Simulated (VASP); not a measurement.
# V (C2/c) in VASP: single point with PBE

Aim: the single point of V with PBE.

Everything below comes from runs of VASP 6.6.1. Logs are shortened: lines on timing, memory, paths and dates and some standing lists are left out, and cuts for length are marked.

## 1. The cell of the first run

The typed cell holds 2 atoms: a = 4.630 Å, b = 4.630 Å, c = 2.778 Å, α = 96.74°, β = 96.74°, γ = 149.25°.

## 2. Single point, PBE

The input, INCAR:

```
SYSTEM = V
PREC     = Accurate       ! precision mode
ENCUT    = 500            ! plane-wave cutoff, eV
EDIFF    = 1E-6           ! SCF threshold, eV
ISMEAR   = -1             ! smearing method
SIGMA    = 0.1            ! smearing width, eV
LREAL    = .False.        ! projectors in reciprocal space
LASPH    = .True.         ! aspherical terms in the spheres
NELM     = 120            ! most SCF steps
ALGO     = Normal         ! electronic algorithm
ISIF     = 2              ! what is computed and relaxed
LWAVE    = .False.        ! write WAVECAR
LCHARG   = .False.        ! write CHGCAR
GGA      = PE             ! functional
ISYM     = 0            
NBANDS   = 20             ! bands
GGA_COMPAT= .False.
```

The input, KPOINTS:

```
regular mesh
0
Gamma
  14 14 9
  0 0 0
```

The input, POSCAR:

```
V
1.0
   -3.1570614719      3.1563054859      1.2275517790
    3.1563054859     -3.1570614719      1.2275517790
    1.7615277976      1.7615277976     -1.2289363688
V
2
Direct
    0.0000012188      0.9999987812      1.0000000000
    0.7499987812      0.2500012188      0.5000000000
```

Potentials or basis: VASP PAW PBE potentials, release 64 (V_sv).

Command:

```sh
$ cat potpaw_PBE.64/V_sv/POTCAR > POTCAR
$ mpirun -np 1 vasp_std > vasp.out
```

OUTCAR:

```text
SYSTEM = V
   PREC = Accurate
   ENCUT = 500
   EDIFF = 1E-6
   ISMEAR = -1
   LREAL = .False.
   LASPH = .True.
   NELM = 120
   ISIF = 2
   GGA = PE
   ISYM = 0

 ion  position               nearest neighbor table
   1  0.000  1.000  0.000-   2 2.63   2 2.63   2 2.63   2 2.63
   2  0.750  0.250  0.500-   1 2.63   1 2.63   1 2.63   1 2.63

IMPORTANT INFORMATION: All symmetrisations will be switched off!
NOSYMM: (Re-)initialisation of all symmetry stuff for point group C_1.

----------------------------------------------------------------------------------------

                                     Primitive cell

  volume of cell :      27.2978

  direct lattice vectors                    reciprocal lattice vectors
    -3.157061472  3.156305486  1.227551779     0.062915820  0.221309908  0.407402314
     3.156305486 -3.157061472  1.227551779     0.221309908  0.062915820  0.407402314
     1.761527798  1.761527798 -1.228936369     0.283905503  0.283905503  0.000174843

  length of vectors
     4.629922767  4.629922767  2.777812982     0.467881525  0.467881525  0.401503051

  position of ions in fractional coordinates (direct lattice)
     0.000001219  0.999998781  0.000000000
     0.749998781  0.250001219  0.500000000

  ion indices of the primitive-cell ions
   primitive index   ion index
                 1           1
                 2           2

----------------------------------------------------------------------------------------

 KPOINTS: regular mesh

Automatic generation of k-mesh.
 Grid dimensions read from file:
 generate k-points for:   14   14    9

 Generating k-lattice:

  Cartesian coordinates                     Fractional coordinates (reciprocal lattice)
     0.004493987  0.015807851  0.029100165     0.071428571  0.000000000 -0.000000000
     0.015807851  0.004493987  0.029100165     0.000000000  0.071428571 -0.000000000
     0.031545056  0.031545056  0.000019427     0.000000000  0.000000000  0.111111111

  Length of vectors
     0.033420109  0.033420109  0.044611450

  Shift w.r.t. Gamma in fractional coordinates (k-lattice)
     0.000000000  0.000000000  0.000000000

 Subroutine IBZKPT returns following result:
 ===========================================

 Found    884 irreducible k-points:

 Following reciprocal coordinates:
            Coordinates               Weight
  0.000000  0.000000  0.000000      1.000000
  0.071429 -0.000000  0.000000      2.000000
  0.000000 -0.071429 -0.000000      2.000000
  0.142857 -0.000000  0.000000      2.000000
  0.000000 -0.142857 -0.000000      2.000000
  0.214286  0.000000  0.000000      2.000000
[... 16 lines left out ...]
  0.357143  0.071429  0.000000      2.000000
 -0.071429 -0.357143 -0.000000      2.000000
 [... further k-points ...]
   k-points           NKPTS =    884   k-points in BZ     NKDIM =    884   number of bands    NBANDS=     20
   number of dos      NEDOS =    301   number of ions     NIONS =      2
   total plane-waves  NPLWV =  25920
   dimension x,y,z NGX =    36 NGY =   36 NGZ =   20
   dimension x,y,z NGXF=    72 NGYF=   72 NGZF=   40
   ions per type =               2
   NGX,Y,Z   is equivalent  to a cutoff of  12.93, 12.93, 11.97 a.u.
   NGXF,Y,Z  is equivalent  to a cutoff of  25.85, 25.85, 23.94 a.u.
 SYSTEM =  V
   PREC   = accura    normal or accurate (medium, high low for compatibility)
   ISTART =      0    job   : 0-new  1-cont  2-samecut
   ICHARG =      2    charge: 1-file 2-atom 10-const
   ISPIN  =      1    spin polarized calculation?
   LNONCOLLINEAR =      F non collinear calculations
   LSORBIT =      F    spin-orbit coupling
   LASPH  =      T    aspherical Exc in radial PAW
   ENCUT  =  500.0 eV  36.75 Ry    6.06 a.u.   8.44  8.44  5.06*2*pi/ulx,y,z
   NELM   =    120;   NELMIN=  2; NELMDL= -5     # of ELM steps
   EDIFF  = 0.1E-05   stopping-criterion for ELM
   LREAL  =      F    real-space projection
   EDIFFG = 0.1E-04   stopping-criterion for IOM
   NSW    =      0    number of steps for IOM
   IBRION =     -1    ionic relax: 0-MD 1-quasi-New 2-CG
   NFREE  =      0    steps in history (QN), initial steepest desc. (CG)
   ISIF   =      2    stress and relaxation
   ISYM   =      0    0-nonsym 1-usesym 2-fastsym
   POTIM  = 0.5000    time-step for ionic-motion
   TEBEG  =    0.0;   TEEND  =   0.0 temperature during run
   PSTRESS=    0.0 pullay stress
   NELECT =      26.0000    total number of electrons
   NUPDOWN=      -1.0000    fix difference up-down
   EMIN   =  10.00;   EMAX   =-10.00  energy-range for DOS
   EFERMI =   0.00;   METHOD = LEGACY
   ISMEAR =    -1;   SIGMA  =   0.10  broadening in eV -4-tet -1-fermi 0-gaus
   EFERMI_NEDOS =   21; number of points for ismear=-14 and -15
   IALGO  =     38    algorithm
   IMIX   =      4    mixing-type and parameters
     AMIX     =   0.40;   BMIX     =  1.00
     AMIX_MAG =   1.60;   BMIX_MAG =  1.00
  volume/ion in A,a.u.               =      13.65        92.11
  Fermi-wavevector in a.u.,A,eV,Ry     =   1.610733  3.043844 35.299789  2.594461
  Thomas-Fermi vector in A             =   2.706236
   LORBIT       =      0    0 simple, 1 ext, 2 COOP (PROOUT), +10 PAW based schemes
   GGA     = PE    functional components
   LHFCALC =     F    Hartree Fock is set to
   AEXX    =    0.0000 exact exchange contribution
   IVDW    =     0    specifies the selected vdW correction
   LEPSILON=     F    determine dielectric tensor
   LRPA    =     F    only Hartree local field effects (RPA)
 non-spin polarized calculation
  energy-cutoff  :      500.00
  volume of cell :       27.30
 maximum number of plane-waves:       711
 NGX is ok and might be reduce to    36
   NGX = 17   NGY = 17   NGZ = 11

 number of electron      26.0000001 magnetization

 Free energy of the ion-electron system (eV)
  ---------------------------------------------------
  ext. energy  EPLUGINS =         0.00000000
  ---------------------------------------------------
  free energy    TOTEN  =       -17.81926012 eV

  energy without entropy =      -17.72783348  energy(sigma->0) =      -17.77354680

 E-fermi :   9.7001     XC(G=0): -12.8195

 val. band max:        9.6986170043   @ k =  -0.0714  -0.2857  -0.2222
 cond. band min:       9.7001097379   @ k =  -0.2857   0.3571  -0.4444
 fundamental gap:      0.0014927336
 Fermi energy:         9.7000660580

 k-point     1 :       0.0000    0.0000    0.0000
  band No.  band energies     occupation
      1     -54.1844      2.00000
      2     -54.0226      2.00000
      3     -28.3905      2.00000
      4     -27.7379      2.00000
      5     -27.5742      2.00000
      6     -27.5592      2.00000
[... 12 lines left out ...]
     19      12.4219      0.00000
     20      13.0124      0.00000

 k-point     2 :       0.0714   -0.0000    0.0000
  band No.  band energies     occupation
      1     -54.1732      2.00000
      2     -54.0152      2.00000
      3     -28.3737      2.00000
      4     -27.7449      2.00000
      5     -27.5841      2.00000
      6     -27.5600      2.00000
[... 12 lines left out ...]
     19      12.7614      0.00000
     20      13.2323      0.00000

 k-point     3 :       0.0000   -0.0714   -0.0000
  band No.  band energies     occupation
      1     -54.1732      2.00000
      2     -54.0152      2.00000
      3     -28.3737      2.00000
      4     -27.7449      2.00000
      5     -27.5841      2.00000
      6     -27.5600      2.00000
[... 12 lines left out ...]
     19      12.7614      0.00000
     20      13.2323      0.00000

 k-point     4 :       0.1429   -0.0000    0.0000
  band No.  band energies     occupation
      1     -54.1417      2.00000
      2     -53.9945      2.00000
      3     -28.3267      2.00000
      4     -27.7663      2.00000
      5     -27.6240      2.00000
      6     -27.5622      2.00000
[... 12 lines left out ...]
     19      12.7982      0.00000
     20      14.1688      0.00000

 k-point     5 :       0.0000   -0.1429   -0.0000
  band No.  band energies     occupation
      1     -54.1417      2.00000
      2     -53.9945      2.00000
      3     -28.3267      2.00000
      4     -27.7663      2.00000
      5     -27.6240      2.00000
      6     -27.5622      2.00000
[... 12 lines left out ...]
     19      12.7982      0.00000
     20      14.1688      0.00000

 k-point     6 :       0.2143    0.0000    0.0000
  band No.  band energies     occupation
      1     -54.0954      2.00000
      2     -53.9649      2.00000
      3     -28.2591      2.00000
      4     -27.8217      2.00000
      5     -27.7524      2.00000
      6     -27.6801      2.00000
[... 12 lines left out ...]
     19      12.7042      0.00000
     20      15.1208      0.00000

 k-point     7 :       0.0000   -0.2143   -0.0000
  band No.  band energies     occupation
      1     -54.0954      2.00000
      2     -53.9649      2.00000
      3     -28.2591      2.00000
      4     -27.8217      2.00000
      5     -27.7524      2.00000
      6     -27.6801      2.00000
[... 12 lines left out ...]
     19      12.7042      0.00000
     20      15.1208      0.00000
[... 277 lines left out ...]
 k-point    20 :      -0.0714   -0.2143    0.0000
  band No.  band energies     occupation
      1     -54.0471      2.00000
      2     -53.9282      2.00000
      3     -28.2093      2.00000
      4     -27.9900      2.00000
      5     -27.9410      2.00000
      6     -27.7787      2.00000
[... 12 lines left out ...]
     19      12.6322      0.00000
     20      16.4874      0.00000

 k-point    21 :       0.2857    0.0714    0.0000
  band No.  band energies     occupation
      1     -53.9981      2.00000
      2     -53.9001      2.00000
      3     -28.2390      2.00000
      4     -28.1621      2.00000
      5     -28.0520      2.00000
      6     -27.8080      2.00000
[... 12 lines left out ...]
     19      12.7261      0.00000
     20      17.0083      0.00000

 k-point    22 :      -0.0714   -0.2857   -0.0000
  band No.  band energies     occupation
      1     -53.9981      2.00000
      2     -53.9001      2.00000
      3     -28.2390      2.00000
      4     -28.1621      2.00000
      5     -28.0520      2.00000
      6     -27.8080      2.00000
[... 12 lines left out ...]
     19      12.7261      0.00000
     20      17.0083      0.00000

 k-point    23 :       0.3571    0.0714    0.0000
  band No.  band energies     occupation
      1     -53.9613      2.00000
      2     -53.8832      2.00000
      3     -28.3637      2.00000
      4     -28.2811      2.00000
      5     -28.0207      2.00000
      6     -27.8146      2.00000
[... 12 lines left out ...]
     19      13.5427      0.00000
     20      16.9751      0.00000

 k-point    24 :      -0.0714   -0.3571   -0.0000
  band No.  band energies     occupation
      1     -53.9613      2.00000
      2     -53.8832      2.00000
      3     -28.3637      2.00000
      4     -28.2811      2.00000
      5     -28.0207      2.00000
      6     -27.8146      2.00000
[... 12 lines left out ...]
     19      13.5427      0.00000
     20      16.9751      0.00000

 [... further k-points ...]

------------------------ aborting loop because EDIFF is reached ----------------------------------------

  FORCE on cell =-STRESS in cart. coord.  units (eV):
  Direction    XX          YY          ZZ          XY          YZ          ZX
  --------------------------------------------------------------------------------------
  -------------------------------------------------------------------------------------
  Total        0.0141640      0.0141639      0.0374181     -0.0016546      0.0008104      0.0008104
  in kB        0.8313208      0.8313156      2.1961672     -0.0971114      0.0475673      0.0475654
  external PRESSURE =       1.2862679 kB  Pullay stress =       0.0000000 kB

 VOLUME and BASIS-vectors are now :
 -----------------------------------------------------------------------------
  energy-cutoff  :      500.00
  volume of cell :       27.30
      direct lattice vectors                 reciprocal lattice vectors
    -3.157061472  3.156305486  1.227551779     0.062915820  0.221309908  0.407402314
     3.156305486 -3.157061472  1.227551779     0.221309908  0.062915820  0.407402314
     1.761527798  1.761527798 -1.228936369     0.283905503  0.283905503  0.000174843

 POSITION                                       TOTAL-FORCE (eV/Angst)
 -----------------------------------------------------------------------------------
      3.15630     -3.15705      1.22755        -0.000106      0.000106     -0.000000
     -0.69795      2.45872      0.61308         0.000106     -0.000106      0.000000
 -----------------------------------------------------------------------------------
    total drift:                                0.000002     -0.000002      0.000000

  FREE ENERGIE OF THE ION-ELECTRON SYSTEM (eV)
  ---------------------------------------------------
  free  energy   TOTEN  =       -17.8192601232 eV

  energy  without entropy=      -17.7278334836  energy(sigma->0) =      -17.77354680
```

It took 15 min on 1 thread of Oxide Virtual Turin-like, shared host; peak memory 0.43 GiB.

What came out:

```
Free energy            : -17.8193 eV
Pressure               : 0.1 GPa
Band gap on the k mesh : zero (bands 13 and 14 overlap by 1.80 eV)
```
